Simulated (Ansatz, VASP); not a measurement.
**One calculation of AlRu, two programs**

INCAR

```
SYSTEM = AlRu
  PREC = Accurate
  ENCUT = 520
  EDIFF = 1E-7
  ISMEAR = 0
  SIGMA = 0.15
  LREAL = .False.
  LASPH = .True.
  NELM = 60
  ALGO = Fast
  ISIF = 2
  LWAVE = .False.
  LCHARG = .True.
  GGA = PS
  LELF = .True.
  LVHAR = .True.
  NBANDS = 16
```

The input KPOINTS:

```
regular mesh
0
Gamma
  12 12 12
  0 0 0
```

POSCAR

```
AlRu
1.0
    2.9764078238      0.0000000000      0.0000000000
    0.0000000000      2.9764078238      0.0000000000
    0.0000000000      0.0000000000      2.9764078238
Al Ru
1 1
Direct
    0.0078470232      0.2014324746      0.0000830126
    0.4921529768      0.2985675254      0.4999169874
```

Input for Ansatz:

```yaml
crystal:
  lattice:
    - [2.9764078238, 0.0, 0.0]
    - [0.0, 2.9764078238, 0.0]
    - [0.0, 0.0, 2.9764078238]
  atoms:
    - { symbol: Al, position: [0.0078470232, 0.2014324746, 8.30126e-05] }
    - { symbol: Ru, position: [0.4921529768, 0.2985675254, 0.4999169874] }
basis:
  ecutwfc: 420
kpoints:
  mp_grid: { grid: [12, 12, 12] }
hamiltonian:
  xc: pbesol
scf:
  occupations: { method: gaussian, width: 0.15 }
output:
  forces: true
  stress: true
  eigenvalues: true
```

Change from the starting cell: atom 2 moved 1.20 Å.

Alike in both runs: task single point; functional PBEsol; k mesh 12 × 12 × 12; occupations gaussian, width 0.15 eV; no spin polarisation.

```csv
,VASP,Ansatz
version,VASP 6.6.1,Ansatz 0.2.0
potentials or method,"VASP PAW PBE potentials, release 64 (Al, Ru_pv), cutoff 520 eV","scalar-relativistic, plane waves, PAW"
valence electrons in the cell,17,19
```

```tsv
	VASP	Ansatz	Ansatz less VASP
gap on the k mesh at the Fermi level (eV)	none	none	-
rms of the force components (eV/Å)	2.130	2.124	-0.0058
```

VASP's potentials were made for PBE, not for PBEsol. Atom by atom the forces differ by 0.015 eV/Å (rms over components). A gap of «none» marks a metal or a gap that the smearing closes. The functional is the same, so the differences come from potentials, cutoffs and numerics. VASP's potentials hold 17 valence electrons a cell and Ansatz's 19, so a difference there can come from the potentials and not from the codes.
